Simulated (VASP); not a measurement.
# Cs2CrTe6 (Fm-3m) in VASP: single point with PBE

Aim: the single point of Cs2CrTe6 with PBE.

Everything below comes from runs of VASP 6.6.1. Logs are shortened: lines on timing, memory, paths and dates and some standing lists are left out, and cuts for length are marked.

## 1. The cell of the first run

Symmetry: Fm-3m, No. 225, cubic system. Conventional cell: a = 11.079 Å, b = 11.079 Å, c = 11.079 Å, α = 90.00°, β = 90.00°, γ = 90.00°. Within 2.8 Å of Te (site symmetry 4mm) lie 1 Cr at 2.13 Å. Cr (site symmetry m-3m) has 6 Te at 2.13 Å within 2.8 Å. Cs (site symmetry -43m) has 12 Te at 3.97 Å and 4 Cr at 4.80 Å within 5.2 Å.

## 2. Single point, PBE

Input file INCAR:

```
PREC = Accurate
ENCUT = 500
EDIFF = 1E-6
ISMEAR = 0
SIGMA = 0.2395
LREAL = F
LASPH = T
NELM = 120
ALGO = Normal
ISIF = 2
LWAVE = F
LCHARG = F
GGA = PE
NBANDS = 43
GGA_COMPAT = F
```

Input file KPOINTS:

```
Automatic mesh
0
Gamma
  6 6 6
```

Input file POSCAR:

```
Cs2CrTe6
1.0
    0.0000000000      5.5395500000      5.5395500000
    5.5395500000      0.0000000000      5.5395500000
    5.5395500000      5.5395500000      0.0000000000
Te Cr Cs
6 1 2
Direct
    0.8080000000      0.1920000000      0.1920000000
    0.1920000000      0.8080000000      0.1920000000
    0.1920000000      0.8080000000      0.8080000000
    0.8080000000      0.1920000000      0.8080000000
    0.1920000000      0.1920000000      0.8080000000
    0.8080000000      0.8080000000      0.1920000000
    0.0000000000      0.0000000000      0.0000000000
    0.2500000000      0.2500000000      0.2500000000
    0.7500000000      0.7500000000      0.7500000000
```

Potentials or basis: VASP PAW PBE potentials, release 64 (Te, Cr_pv, Cs_sv).

The run is started by

```console
$ cat potpaw_PBE.64/Te/POTCAR potpaw_PBE.64/Cr_pv/POTCAR potpaw_PBE.64/Cs_sv/POTCAR > POTCAR
$ mpirun -np 1 vasp_std > vasp.out
```

OUTCAR:

```text
PREC = Accurate
   ENCUT = 500
   EDIFF = 1E-6
   ISMEAR = 0
   LREAL = F
   LASPH = T
   NELM = 120
   ISIF = 2
   GGA = PE

 ion  position               nearest neighbor table
   1  0.808  0.192  0.192-   7 2.13   4 3.01   5 3.01   6 3.01   2 3.01
   2  0.192  0.808  0.192-   7 2.13   3 3.01   5 3.01   6 3.01   1 3.01
   3  0.192  0.808  0.808-   7 2.13   4 3.01   5 3.01   6 3.01   2 3.01
   4  0.808  0.192  0.808-   7 2.13   3 3.01   5 3.01   6 3.01   1 3.01
   5  0.192  0.192  0.808-   7 2.13   2 3.01   3 3.01   4 3.01   1 3.01
   6  0.808  0.808  0.192-   7 2.13   2 3.01   3 3.01   4 3.01   1 3.01
   7  0.000  0.000  0.000-   1 2.13   2 2.13   3 2.13   4 2.13   5 2.13   6 2.13
   8  0.250  0.250  0.250-
   9  0.750  0.750  0.750-

  LATTYP: Found a face centered cubic cell.
 ALAT       =    11.0791000000

  Lattice vectors:

 A1 = (   0.0000000000,   5.5395500000,   5.5395500000)
 A2 = (   5.5395500000,   0.0000000000,   5.5395500000)
 A3 = (   5.5395500000,   5.5395500000,   0.0000000000)

Analysis of symmetry for initial positions (statically):
=====================================================================
 Subroutine PRICEL returns:
 Original cell was already a primitive cell.

 Routine SETGRP: Setting up the symmetry group for a
 face centered cubic supercell.

 Subroutine GETGRP returns: Found 48 space group operations
 (whereof 48 operations were pure point group operations)
 out of a pool of 48 trial point group operations.

The static configuration has the point symmetry O_h .

Analysis of symmetry for dynamics (positions and initial velocities):
=====================================================================
 Subroutine PRICEL returns:
 Original cell was already a primitive cell.

 Routine SETGRP: Setting up the symmetry group for a
 face centered cubic supercell.

 Subroutine GETGRP returns: Found 48 space group operations
 (whereof 48 operations were pure point group operations)
 out of a pool of 48 trial point group operations.

The dynamic configuration has the point symmetry O_h .

 Subroutine INISYM returns: Found 48 space group operations
 (whereof 48 operations are pure point group operations),
 and found     1 'primitive' translations

----------------------------------------------------------------------------------------

                                     Primitive cell

  volume of cell :     339.9801

  direct lattice vectors                    reciprocal lattice vectors
     0.000000000  5.539550000  5.539550000    -0.090260039  0.090260039  0.090260039
     5.539550000  0.000000000  5.539550000     0.090260039 -0.090260039  0.090260039
     5.539550000  5.539550000  0.000000000     0.090260039  0.090260039 -0.090260039

  length of vectors
     7.834106739  7.834106739  7.834106739     0.156334974  0.156334974  0.156334974

  position of ions in fractional coordinates (direct lattice)
     0.808000000  0.192000000  0.192000000
     0.192000000  0.808000000  0.192000000
     0.192000000  0.808000000  0.808000000
     0.808000000  0.192000000  0.808000000
     0.192000000  0.192000000  0.808000000
     0.808000000  0.808000000  0.192000000
     0.000000000  0.000000000  0.000000000
     0.250000000  0.250000000  0.250000000
     0.750000000  0.750000000  0.750000000

  ion indices of the primitive-cell ions
   primitive index   ion index
                 1           1
                 2           2
                 3           3
                 4           4
                 5           5
                 6           6
                 7           7
                 8           8
                 9           9

----------------------------------------------------------------------------------------

 KPOINTS: Automatic mesh

Automatic generation of k-mesh.
 Grid dimensions read from file:
 generate k-points for:    6    6    6

 Generating k-lattice:

  Cartesian coordinates                     Fractional coordinates (reciprocal lattice)
    -0.015043340  0.015043340  0.015043340     0.166666667  0.000000000  0.000000000
     0.015043340 -0.015043340  0.015043340     0.000000000  0.166666667  0.000000000
     0.015043340  0.015043340 -0.015043340     0.000000000  0.000000000  0.166666667

  Length of vectors
     0.026055829  0.026055829  0.026055829

  Shift w.r.t. Gamma in fractional coordinates (k-lattice)
     0.000000000  0.000000000  0.000000000

 Subroutine IBZKPT returns following result:
 ===========================================

 Found     16 irreducible k-points:

 Following reciprocal coordinates:
            Coordinates               Weight
  0.000000  0.000000  0.000000      1.000000
  0.166667  0.000000  0.000000      8.000000
  0.333333  0.000000  0.000000      8.000000
  0.500000  0.000000  0.000000      4.000000
  0.166667  0.166667  0.000000      6.000000
  0.333333  0.166667  0.000000     24.000000
[... 8 lines left out ...]
 -0.333333  0.333333  0.166667     24.000000
 -0.333333  0.500000  0.166667     12.000000
   k-points           NKPTS =     16   k-points in BZ     NKDIM =     16   number of bands    NBANDS=     43
   number of dos      NEDOS =    301   number of ions     NIONS =      9
   total plane-waves  NPLWV = 216000
   dimension x,y,z NGX =    60 NGY =   60 NGZ =   60
   dimension x,y,z NGXF=   120 NGYF=  120 NGZF=  120
   ions per type =               6   1   2
   NGX,Y,Z   is equivalent  to a cutoff of  12.73, 12.73, 12.73 a.u.
   NGXF,Y,Z  is equivalent  to a cutoff of  25.46, 25.46, 25.46 a.u.
 SYSTEM =  unknown system
   PREC   = accura    normal or accurate (medium, high low for compatibility)
   ISTART =      0    job   : 0-new  1-cont  2-samecut
   ICHARG =      2    charge: 1-file 2-atom 10-const
   ISPIN  =      1    spin polarized calculation?
   LNONCOLLINEAR =      F non collinear calculations
   LSORBIT =      F    spin-orbit coupling
   LASPH  =      T    aspherical Exc in radial PAW
   ENCUT  =  500.0 eV  36.75 Ry    6.06 a.u.  14.28 14.28 14.28*2*pi/ulx,y,z
   NELM   =    120;   NELMIN=  2; NELMDL= -5     # of ELM steps
   EDIFF  = 0.1E-05   stopping-criterion for ELM
   LREAL  =      F    real-space projection
   EDIFFG = 0.1E-04   stopping-criterion for IOM
   NSW    =      0    number of steps for IOM
   IBRION =     -1    ionic relax: 0-MD 1-quasi-New 2-CG
   NFREE  =      0    steps in history (QN), initial steepest desc. (CG)
   ISIF   =      2    stress and relaxation
   ISYM   =      2    0-nonsym 1-usesym 2-fastsym
   POTIM  = 0.5000    time-step for ionic-motion
   TEBEG  =    0.0;   TEEND  =   0.0 temperature during run
   PSTRESS=    0.0 pullay stress
   NELECT =      66.0000    total number of electrons
   NUPDOWN=      -1.0000    fix difference up-down
   EMIN   =  10.00;   EMAX   =-10.00  energy-range for DOS
   EFERMI =   0.00;   METHOD = LEGACY
   ISMEAR =     0;   SIGMA  =   0.24  broadening in eV -4-tet -1-fermi 0-gaus
   EFERMI_NEDOS =   21; number of points for ismear=-14 and -15
   IALGO  =     38    algorithm
   IMIX   =      4    mixing-type and parameters
     AMIX     =   0.40;   BMIX     =  1.00
     AMIX_MAG =   1.60;   BMIX_MAG =  1.00
  volume/ion in A,a.u.               =      37.78       254.92
  Fermi-wavevector in a.u.,A,eV,Ry     =   0.947920  1.791309 12.225545  0.898552
  Thomas-Fermi vector in A             =   2.076059
   LORBIT       =      0    0 simple, 1 ext, 2 COOP (PROOUT), +10 PAW based schemes
   GGA     = PE    functional components
   LHFCALC =     F    Hartree Fock is set to
   AEXX    =    0.0000 exact exchange contribution
   IVDW    =     0    specifies the selected vdW correction
   LEPSILON=     F    determine dielectric tensor
   LRPA    =     F    only Hartree local field effects (RPA)
 non-spin polarized calculation
 Gauss-broadening in eV      SIGMA  =   0.24
  energy-cutoff  :      500.00
  volume of cell :      339.98
 maximum number of plane-waves:      8657
 NGX is ok and might be reduce to    60
   NGX = 29   NGY = 29   NGZ = 29

 number of electron      65.9999984 magnetization

 Free energy of the ion-electron system (eV)
  ---------------------------------------------------
  ext. energy  EPLUGINS =         0.00000000
  ---------------------------------------------------
  free energy    TOTEN  =       -19.49639479 eV

  energy without entropy =      -18.97166756  energy(sigma->0) =      -19.23403117

 E-fermi :   4.2841     XC(G=0):  -8.2448

 val. band max:        4.2782193169   @ k =  -0.3333   0.1667   0.0000
 cond. band min:       4.2945879863   @ k =  -0.3333   0.5000   0.1667
 fundamental gap:      0.0163686694
 Fermi energy:         4.2840983104

 k-point     1 :       0.0000    0.0000    0.0000
  band No.  band energies     occupation
      1     -38.3938      2.00000
      2     -38.3938      2.00000
      3     -38.3938      2.00000
      4     -17.6994      2.00000
      5     -17.6900      2.00000
      6     -10.1885      2.00000
[... 35 lines left out ...]
     42       7.4587      0.00000
     43       8.1484      0.00000

 k-point     2 :       0.1667    0.0000    0.0000
  band No.  band energies     occupation
      1     -38.3938      2.00000
      2     -38.3938      2.00000
      3     -38.3938      2.00000
      4     -17.6986      2.00000
      5     -17.6905      2.00000
      6     -10.1883      2.00000
[... 35 lines left out ...]
     42       7.6094      0.00000
     43       8.2769      0.00000

 k-point     3 :       0.3333    0.0000    0.0000
  band No.  band energies     occupation
      1     -38.3938      2.00000
      2     -38.3938      2.00000
      3     -38.3938      2.00000
      4     -17.6967      2.00000
      5     -17.6921      2.00000
      6     -10.1878      2.00000
[... 35 lines left out ...]
     42       7.9148      0.00000
     43       8.3163      0.00000

 k-point     4 :       0.5000    0.0000    0.0000
  band No.  band energies     occupation
      1     -38.3938      2.00000
      2     -38.3938      2.00000
      3     -38.3938      2.00000
      4     -17.6944      2.00000
      5     -17.6943      2.00000
      6     -10.1876      2.00000
[... 495 lines left out ...]
     42       8.2457      0.00000
     43       8.3143      0.00000

 k-point    15 :      -0.3333    0.3333    0.1667
  band No.  band energies     occupation
      1     -38.3938      2.00000
      2     -38.3938      2.00000
      3     -38.3938      2.00000
      4     -17.6942      2.00000
      5     -17.6942      2.00000
      6     -10.1875      2.00000
[... 35 lines left out ...]
     42       8.4316      0.00000
     43       8.5296      0.00000

 k-point    16 :      -0.3333    0.5000    0.1667
  band No.  band energies     occupation
      1     -38.3938      2.00000
      2     -38.3938      2.00000
      3     -38.3938      2.00000
      4     -17.6950      2.00000
      5     -17.6934      2.00000
      6     -10.1875      2.00000
[... 35 lines left out ...]
     42       8.6287      0.00000
     43       8.8461      0.00000

------------------------ aborting loop because EDIFF is reached ----------------------------------------

  FORCE on cell =-STRESS in cart. coord.  units (eV):
  Direction    XX          YY          ZZ          XY          YZ          ZX
  --------------------------------------------------------------------------------------
  -------------------------------------------------------------------------------------
  Total       46.5695018     46.5695018     46.5695018     -0.0000000      0.0000000      0.0000000
  in kB      219.4616898    219.4616898    219.4616898     -0.0000000      0.0000000      0.0000000
  external PRESSURE =     219.4616898 kB  Pullay stress =       0.0000000 kB

 VOLUME and BASIS-vectors are now :
 -----------------------------------------------------------------------------
  energy-cutoff  :      500.00
  volume of cell :      339.98
      direct lattice vectors                 reciprocal lattice vectors
     0.000000000  5.539550000  5.539550000    -0.090260039  0.090260039  0.090260039
     5.539550000  0.000000000  5.539550000     0.090260039 -0.090260039  0.090260039
     5.539550000  5.539550000  0.000000000     0.090260039  0.090260039 -0.090260039

 POSITION                                       TOTAL-FORCE (eV/Angst)
 -----------------------------------------------------------------------------------
      2.12719      5.53955      5.53955        10.470177      0.000000     -0.000000
      5.53955      2.12719      5.53955         0.000000     10.470177     -0.000000
      8.95191      5.53955      5.53955       -10.470177      0.000000     -0.000000
      5.53955      8.95191      5.53955         0.000000    -10.470177     -0.000000
      5.53955      5.53955      2.12719         0.000000      0.000000     10.470177
      5.53955      5.53955      8.95191         0.000000      0.000000    -10.470177
      0.00000      0.00000      0.00000         0.000000      0.000000     -0.000000
      2.76978      2.76978      2.76978         0.000000      0.000000     -0.000000
      8.30933      8.30933      8.30933         0.000000      0.000000      0.000000
 -----------------------------------------------------------------------------------
    total drift:                               -0.000000     -0.000000     -0.000000

  FREE ENERGIE OF THE ION-ELECTRON SYSTEM (eV)
  ---------------------------------------------------
  free  energy   TOTEN  =       -19.4963947868 eV

  energy  without entropy=      -18.9716675577  energy(sigma->0) =      -19.23403117
```

Wall time 19 min (1 thread of Intel Xeon 8259CL, shared host); peak memory 0.63 GiB.

What came out:

```
Free energy            : -19.4964 eV
Pressure               : 21.9 GPa
Largest force          : 10.470 eV/Å
Band gap on the k mesh : zero (bands 33 and 34 overlap by 0.24 eV)
```

Forces in eV/Å, atoms in the order of the input:
```
Te   10.470   0.000   0.000
Te    0.000  10.470   0.000
Te  -10.470   0.000   0.000
Te    0.000 -10.470   0.000
Te    0.000   0.000  10.470
Te    0.000   0.000 -10.470
Cr    0.000   0.000   0.000
Cs    0.000   0.000   0.000
Cs    0.000   0.000   0.000
```

Levels at points of the mesh, in eV from the Fermi level:
| k point | band 30 | band 31 | band 32 | band 33 | band 34 | band 35 | band 36 | band 37 |
| --- | --- | --- | --- | --- | --- | --- | --- | --- |
| (0.00, 0.00, 0.00) | -0.11 | -0.11 | -0.11 | 0.21 | 0.21 | 0.21 | 0.92 | 0.92 |
| (0.50, 0.00, 0.00) | -1.13 | -0.21 | -0.03 | -0.03 | 0.04 | 0.04 | 0.35 | 0.35 |
| (0.50, 0.50, 0.00) | -1.20 | -0.50 | -0.18 | -0.18 | -0.03 | -0.03 | 0.27 | 0.27 |

Caveat: the cell stands under pressure; spin-orbit coupling is left out, which moves the levels of the heavy elements; the run has no spin polarisation, though such a crystal can be magnetic; forces of over 1 eV/Å act on the atoms, so gaps and moduli don't describe the material at rest. Spin polarisation is off, so any magnetic state and its effect on volume and gap are missing.
